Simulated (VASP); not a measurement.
## InSe: single point with LDA

Crystal: InSe.

```
In Se
1.0
    -2.00000   -3.46410    0.00000
     2.00000   -3.46410    0.00000
     0.00000    0.00000   24.95001
In Se
6 6
Direct
  0.00000 0.00000 0.00000
  0.33333 0.33333 0.33333
  0.66667 0.66667 0.66667
  0.00000 0.00000 0.11220
  0.33333 0.33333 0.44553
  0.66667 0.66667 0.77887
  0.00000 0.00000 0.61550
  0.33333 0.33333 0.94883
  0.66667 0.66667 0.28217
  0.00000 0.00000 0.83000
  0.33333 0.33333 0.16333
  0.66667 0.66667 0.49667
```

```
Program             : VASP 6.6.1
Task                : single point
Functional          : LDA
Potentials or basis : VASP PAW LDA potentials, release 64 (In_d, Se)
Cutoff              : 520 eV
k mesh              : 10 × 10 × 2
Occupations         : gaussian, width 0.03 eV
Spin                : no spin polarisation
```

| Property | Result |
| --- | --- |
| Pressure | -1.3 GPa |
| Largest force | 0.116 eV/Å |
| Band gap on the k mesh | 0.19 eV |

Forces in eV/Å, atoms in the order of the input:
```
In   0.000  0.000  0.116
In   0.000  0.000  0.116
In   0.000  0.000  0.116
In   0.000  0.000 -0.114
In   0.000  0.000 -0.114
In   0.000  0.000 -0.114
Se   0.000  0.000  0.105
Se   0.000  0.000  0.105
Se   0.000  0.000  0.105
Se   0.000  0.000 -0.107
Se   0.000  0.000 -0.107
Se   0.000  0.000 -0.107
```

Stress tensor (GPa, compression positive):
```
-1.06  0.00  0.00
 0.00 -1.06  0.00
 0.00  0.00 -1.85
```

Levels at points of the mesh, in eV from the valence-band top:
```
           k point  band 54  band 55  band 56  band 57  band 58  band 59  band 60  band 61
(0.00, 0.00, 0.00)    -1.17    -1.17    -0.66    -0.66     0.80     0.80     1.62     1.90
(0.50, 0.00, 0.00)    -2.06    -1.78    -1.78    -1.56     0.96     1.19     1.19     1.65
(0.00, 0.00, 0.50)    -1.21    -1.15    -1.15     0.00     0.19     1.36     1.36     1.96
(0.50, 0.00, 0.50)    -2.10    -1.73    -1.69    -1.69     1.01     1.17     1.17     1.64
```

It took 14 min on 1 thread of Intel(R) Xeon(R) Platinum 8488C (Sapphire Rapids), on a shared host, peak memory 0.64 GiB.

Caveat: spin-orbit coupling is left out, which moves the levels of the heavy elements. A k mesh can miss the band edges.
